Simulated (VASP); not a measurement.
Crystal: W.

```
W
1.0
    -1.58480    1.58480    1.58480
     1.58480   -1.58480    1.58480
     1.58480    1.58480   -1.58480
W
1
Direct
  0.00000 0.00000 0.00000
```

Base run:

- Program: VASP 6.6.1
- Functional: r2SCAN
- Potentials or basis: VASP PAW PBE potentials, release 64 (W_sv)
- Cutoff: 520 eV
- k mesh: 11 × 11 × 11
- Occupations: fermi-dirac, width 0.1 eV
- Spin: no spin polarisation

Its results: band gap on the k mesh zero (band 7 reaches 15.65 eV, above the bottom of band 8 at 9.95 eV); pressure 1.3 GPa.

Task: The run is repeated on the same cell with these changes: k mesh from 11 × 11 × 11 to 2 × 2 × 2. What comes out?

Result: Band gap on the k mesh zero (band 7 reaches 16.17 eV, above the bottom of band 8 at 9.68 eV); pressure 13.6 GPa.

Caveats: some runs use coarse meshes; the PAW data sets were made with another functional, which shifts forces and pressure a little; spin-orbit coupling is left out, which moves the levels of the heavy elements.
